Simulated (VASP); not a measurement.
# As3Ru (Pm-3m) in VASP: a series of runs

Runs on As3Ru. Level: PBE. Tasks: single point, relaxation of cell and atoms.

Everything below comes from runs of VASP 6.6.1. Logs are shortened: lines on timing, memory, paths and dates and some standing lists are left out, and cuts for length are marked.

### Step 1. The cell of the first run

Symmetry: Pm-3m, No. 221, cubic system. The conventional cell has a = 4.412 Å, b = 4.412 Å, c = 4.412 Å, α = 90.00°, β = 90.00°, γ = 90.00°. As (site symmetry 4/mmm) has 8 As at 3.12 Å and 4 Ru at 3.12 Å within 4.1 Å. Ru (site symmetry m-3m) has 12 As at 3.12 Å within 4.1 Å.

### Step 2. Single point, PBE

File INCAR:

```
ALGO = Normal
EDIFF = 1E-7
ENCUT = 520
GGA = PE
ISIF = 2
ISMEAR = 0
LASPH = T
LCHARG = T
LELF = T
LREAL = F
LVHAR = T
LWAVE = F
NBANDS = 22
NELM = 60
PREC = Accurate
SIGMA = 0.1
```

File KPOINTS:

```
k-points
0
Gamma
  4 4 4
```

File POSCAR:

```
As3Ru
1.0
    4.4121663000      0.0000000000      0.0000000000
    0.0000000000      4.4121663000      0.0000000000
    0.0000000000      0.0000000000      4.4121663000
As Ru
3 1
Direct
    0.5000000000      0.5000000000      0.0000000000
    0.5000000000      0.0000000000      0.5000000000
    0.0000000000      0.5000000000      0.5000000000
    0.0000000000      0.0000000000      0.0000000000
```

Potentials or basis: VASP PAW PBE potentials, release 64 (As, Ru_pv).

Run with:

```sh
$ cat potpaw_PBE.64/As/POTCAR potpaw_PBE.64/Ru_pv/POTCAR > POTCAR
$ mpirun -np 1 vasp_std > vasp.out
```

OUTCAR:

```text
EDIFF = 1E-7
   ENCUT = 520
   GGA = PE
   ISIF = 2
   ISMEAR = 0
   LASPH = T
   LREAL = F
   NELM = 60
   PREC = Accurate

 ion  position               nearest neighbor table
   1  0.500  0.500  0.000-   4 3.12   4 3.12   4 3.12   4 3.12
   2  0.500  0.000  0.500-   4 3.12   4 3.12   4 3.12   4 3.12
   3  0.000  0.500  0.500-   4 3.12   4 3.12   4 3.12   4 3.12
   4  0.000  0.000  0.000-   1 3.12   2 3.12   3 3.12   2 3.12   3 3.12   1 3.12   3 3.12   3 3.12
                             1 3.12   2 3.12   2 3.12   1 3.12

  LATTYP: Found a simple cubic cell.
 ALAT       =     4.4121663000

  Lattice vectors:

 A1 = (   4.4121663000,   0.0000000000,   0.0000000000)
 A2 = (   0.0000000000,   4.4121663000,   0.0000000000)
 A3 = (   0.0000000000,   0.0000000000,   4.4121663000)

Analysis of symmetry for initial positions (statically):
=====================================================================
 Subroutine PRICEL returns:
 Original cell was already a primitive cell.

 Routine SETGRP: Setting up the symmetry group for a
 simple cubic supercell.

 Subroutine GETGRP returns: Found 48 space group operations
 (whereof 48 operations were pure point group operations)
 out of a pool of 48 trial point group operations.

The static configuration has the point symmetry O_h .

Analysis of symmetry for dynamics (positions and initial velocities):
=====================================================================
 Subroutine PRICEL returns:
 Original cell was already a primitive cell.

 Routine SETGRP: Setting up the symmetry group for a
 simple cubic supercell.

 Subroutine GETGRP returns: Found 48 space group operations
 (whereof 48 operations were pure point group operations)
 out of a pool of 48 trial point group operations.

The dynamic configuration has the point symmetry O_h .

 Subroutine INISYM returns: Found 48 space group operations
 (whereof 48 operations are pure point group operations),
 and found     1 'primitive' translations

----------------------------------------------------------------------------------------

                                     Primitive cell

  volume of cell :      85.8926

  direct lattice vectors                    reciprocal lattice vectors
     4.412166300  0.000000000  0.000000000     0.226646036  0.000000000  0.000000000
[... 72 lines left out ...]
   LASPH  =      T    aspherical Exc in radial PAW
   ENCUT  =  520.0 eV  38.22 Ry    6.18 a.u.   8.20  8.20  8.20*2*pi/ulx,y,z
   NELM   =     60;   NELMIN=  2; NELMDL= -5     # of ELM steps
   EDIFF  = 0.1E-06   stopping-criterion for ELM
   LREAL  =      F    real-space projection
   EDIFFG = 0.1E-05   stopping-criterion for IOM
   NSW    =      0    number of steps for IOM
   IBRION =     -1    ionic relax: 0-MD 1-quasi-New 2-CG
   NFREE  =      0    steps in history (QN), initial steepest desc. (CG)
   ISIF   =      2    stress and relaxation
   ISYM   =      2    0-nonsym 1-usesym 2-fastsym
   POTIM  = 0.5000    time-step for ionic-motion
   TEBEG  =    0.0;   TEEND  =   0.0 temperature during run
   PSTRESS=    0.0 pullay stress
   NELECT =      29.0000    total number of electrons
   NUPDOWN=      -1.0000    fix difference up-down
   EMIN   =  10.00;   EMAX   =-10.00  energy-range for DOS
   EFERMI =   0.00;   METHOD = LEGACY
   ISMEAR =     0;   SIGMA  =   0.10  broadening in eV -4-tet -1-fermi 0-gaus
   EFERMI_NEDOS =   21; number of points for ismear=-14 and -15
   IALGO  =     38    algorithm
   IMIX   =      4    mixing-type and parameters
     AMIX     =   0.40;   BMIX     =  1.00
     AMIX_MAG =   1.60;   BMIX_MAG =  1.00
  volume/ion in A,a.u.               =      21.47       144.91
  Fermi-wavevector in a.u.,A,eV,Ry     =   1.139958  2.154209 17.680837  1.299505
  Thomas-Fermi vector in A             =   2.276661
   LORBIT       =      0    0 simple, 1 ext, 2 COOP (PROOUT), +10 PAW based schemes
   GGA     = PE    functional components
   LHFCALC =     F    Hartree Fock is set to
   AEXX    =    0.0000 exact exchange contribution
   IVDW    =     0    specifies the selected vdW correction
   LEPSILON=     F    determine dielectric tensor
   LRPA    =     F    only Hartree local field effects (RPA)
 non-spin polarized calculation
 Gauss-broadening in eV      SIGMA  =   0.10
  energy-cutoff  :      520.00
  volume of cell :       85.89
 maximum number of plane-waves:      2360
 NGX is ok and might be reduce to    36
   NGX = 17   NGY = 17   NGZ = 17

 number of electron      28.9999997 magnetization

 Free energy of the ion-electron system (eV)
  ---------------------------------------------------
  ext. energy  EPLUGINS =         0.00000000
  ---------------------------------------------------
  free energy    TOTEN  =       -20.35180434 eV

  energy without entropy =      -20.33660103  energy(sigma->0) =      -20.34420269

 E-fermi :   5.1908     XC(G=0): -10.5264

 val. band max:        5.1257577675   @ k =   0.5000   0.5000   0.5000
 cond. band min:       5.5722093168   @ k =   0.5000   0.0000   0.0000
 fundamental gap:      0.4464515493
 Fermi energy:         5.1908345630

 k-point     1 :       0.0000    0.0000    0.0000
  band No.  band energies     occupation
      1     -36.3907      2.00000
      2     -36.3907      2.00000
      3     -36.3907      2.00000
      4      -7.8098      2.00000
      5      -3.4358      2.00000
      6      -3.4358      2.00000
[... 239 lines left out ...]
     21       9.0235      0.00000
     22      15.3100      0.00000

------------------------ aborting loop because EDIFF is reached ----------------------------------------

  FORCE on cell =-STRESS in cart. coord.  units (eV):
  Direction    XX          YY          ZZ          XY          YZ          ZX
  --------------------------------------------------------------------------------------
  -------------------------------------------------------------------------------------
  Total       -8.8435390     -8.8435390     -8.8435390      0.0000000      0.0000000     -0.0000000
  in kB     -164.9609155   -164.9609155   -164.9609155      0.0000000      0.0000000     -0.0000000
  external PRESSURE =    -164.9609155 kB  Pullay stress =       0.0000000 kB

 VOLUME and BASIS-vectors are now :
 -----------------------------------------------------------------------------
  energy-cutoff  :      520.00
  volume of cell :       85.89
      direct lattice vectors                 reciprocal lattice vectors
     4.412166300  0.000000000  0.000000000     0.226646036  0.000000000  0.000000000
     0.000000000  4.412166300  0.000000000     0.000000000  0.226646036  0.000000000
     0.000000000  0.000000000  4.412166300     0.000000000  0.000000000  0.226646036

 POSITION                                       TOTAL-FORCE (eV/Angst)
 -----------------------------------------------------------------------------------
      2.20608      2.20608      0.00000         0.000000      0.000000      0.000000
      2.20608      0.00000      2.20608         0.000000      0.000000      0.000000
      0.00000      2.20608      2.20608         0.000000      0.000000      0.000000
      0.00000      0.00000      0.00000         0.000000      0.000000      0.000000
 -----------------------------------------------------------------------------------
    total drift:                               -0.000000     -0.000000     -0.000000

  FREE ENERGIE OF THE ION-ELECTRON SYSTEM (eV)
  ---------------------------------------------------
  free  energy   TOTEN  =       -20.3518043439 eV

  energy  without entropy=      -20.3366010299  energy(sigma->0) =      -20.34420269
```

It took 12 s on 1 thread of AMD EPYC 9R45 (Zen 5), shared host; peak memory 0.17 GiB.

Results:

* Free energy: -20.3518 eV
* Pressure: -16.5 GPa

### Step 3. Single point, PBE

This run uses another cell than the first one, of 17.12 Å³/atom, 0.797 times its volume.

File INCAR:

```
SYSTEM = As3Ru
PREC = Accurate
ENCUT = 520
EDIFF = 1E-7
ISMEAR = 0
SIGMA = 0.1
LREAL = .FALSE.
LASPH = .TRUE.
NELM = 80
ALGO = Normal
ISIF = 2
LWAVE = .FALSE.
LCHARG = .FALSE.
GGA = PE
NBANDS = 22
```

File KPOINTS:

```
regular mesh
0
G
  12 12 12
  0 0 0
```

File POSCAR:

```
As3Ru
1.0
    4.0908762277      0.0000000000      0.0000000000
    0.0000000000      4.0908762277      0.0000000000
    0.0000000000      0.0000000000      4.0908762277
As Ru
3 1
Direct
    0.5000000000      0.5000000000      0.0000000000
    0.5000000000      0.0000000000      0.5000000000
    0.0000000000      0.5000000000      0.5000000000
    0.0000000000      0.0000000000      0.0000000000
```

Potentials or basis: VASP PAW PBE potentials, release 64 (As, Ru_pv).

Run with:

```sh
$ cat potpaw_PBE.64/As/POTCAR potpaw_PBE.64/Ru_pv/POTCAR > POTCAR
$ mpirun -np 1 vasp_std > vasp.out
```

OUTCAR:

```text
SYSTEM = As3Ru
   PREC = Accurate
   ENCUT = 520
   EDIFF = 1E-7
   ISMEAR = 0
   LREAL = .FALSE.
   LASPH = .TRUE.
   NELM = 80
   ISIF = 2
   GGA = PE

 ion  position               nearest neighbor table
   1  0.500  0.500  0.000-   2 2.89   3 2.89   4 2.89   2 2.89   3 2.89   2 2.89   4 2.89   2 2.89
                             3 2.89   4 2.89   3 2.89   4 2.89
   2  0.500  0.000  0.500-   1 2.89   3 2.89   4 2.89   1 2.89   4 2.89   1 2.89   3 2.89   1 2.89
                             3 2.89   4 2.89   4 2.89   3 2.89
   3  0.000  0.500  0.500-   1 2.89   2 2.89   4 2.89   1 2.89   4 2.89   2 2.89   4 2.89   4 2.89
                             1 2.89   2 2.89   1 2.89   2 2.89
   4  0.000  0.000  0.000-   1 2.89   2 2.89   3 2.89   2 2.89   3 2.89   1 2.89   3 2.89   3 2.89
                             1 2.89   2 2.89   2 2.89   1 2.89

  LATTYP: Found a simple cubic cell.
 ALAT       =     4.0908762277

  Lattice vectors:

 A1 = (   4.0908762277,   0.0000000000,   0.0000000000)
 A2 = (   0.0000000000,   4.0908762277,   0.0000000000)
 A3 = (   0.0000000000,   0.0000000000,   4.0908762277)

Analysis of symmetry for initial positions (statically):
=====================================================================
 Subroutine PRICEL returns:
 Original cell was already a primitive cell.

 Routine SETGRP: Setting up the symmetry group for a
[... 170 lines left out ...]
  energy without entropy =      -21.23518021  energy(sigma->0) =      -21.24237190

 E-fermi :   8.1172     XC(G=0): -11.5886

 val. band max:        8.0904606664   @ k =   0.4167   0.4167   0.2500
 cond. band min:       8.1266212707   @ k =   0.3333   0.1667   0.0833
 fundamental gap:      0.0361606043
 Fermi energy:         8.1171939907

 k-point     1 :       0.0000    0.0000    0.0000
  band No.  band energies     occupation
      1     -33.8460      2.00000
      2     -33.8460      2.00000
      3     -33.8460      2.00000
      4      -6.9591      2.00000
      5      -0.7602      2.00000
      6      -0.7602      2.00000
[... 589 lines left out ...]
     21      14.5884      0.00000
     22      14.6195      0.00000

 [... further k-points ...]
[... 5 lines left out ...]
  --------------------------------------------------------------------------------------
  -------------------------------------------------------------------------------------
  Total        0.0551557      0.0551557      0.0551557      0.0000000      0.0000000     -0.0000000
  in kB        1.2907802      1.2907802      1.2907802      0.0000000      0.0000000     -0.0000000
  external PRESSURE =       1.2907802 kB  Pullay stress =       0.0000000 kB

 VOLUME and BASIS-vectors are now :
 -----------------------------------------------------------------------------
  energy-cutoff  :      520.00
  volume of cell :       68.46
      direct lattice vectors                 reciprocal lattice vectors
     4.090876228  0.000000000  0.000000000     0.244446408  0.000000000  0.000000000
     0.000000000  4.090876228  0.000000000     0.000000000  0.244446408  0.000000000
     0.000000000  0.000000000  4.090876228     0.000000000  0.000000000  0.244446408

 POSITION                                       TOTAL-FORCE (eV/Angst)
 -----------------------------------------------------------------------------------
      2.04544      2.04544      0.00000         0.000000      0.000000      0.000000
      2.04544      0.00000      2.04544         0.000000      0.000000      0.000000
      0.00000      2.04544      2.04544         0.000000      0.000000      0.000000
      0.00000      0.00000      0.00000         0.000000      0.000000      0.000000
 -----------------------------------------------------------------------------------
    total drift:                               -0.000000     -0.000000     -0.000000

  FREE ENERGIE OF THE ION-ELECTRON SYSTEM (eV)
  ---------------------------------------------------
  free  energy   TOTEN  =       -21.2495635932 eV

  energy  without entropy=      -21.2351802062  energy(sigma->0) =      -21.24237190
```

Wall time 40 s (1 thread of AMD EPYC 9R45 (Zen 5), shared host); peak memory 0.22 GiB.

Results:

* Free energy: -21.2496 eV
* Pressure: 0.1 GPa

Levels at points of the mesh, in eV from the Fermi level:
```
           k point  band 12  band 13  band 14  band 15  band 16  band 17  band 18  band 19
(0.00, 0.00, 0.00)    -1.42    -0.92    -0.92     0.47     0.75     0.75     0.75     3.67
(0.50, 0.00, 0.00)    -1.93    -1.31    -0.92    -0.49     0.13     0.13     2.87     4.06
(0.50, 0.50, 0.00)    -1.10    -1.10    -0.96    -0.78    -0.28     2.42     2.42     4.31
(0.50, 0.50, 0.50)    -0.71    -0.23    -0.23    -0.23    -0.16     4.70     4.70     4.80
```

(Part 1 of 2 ends here.)
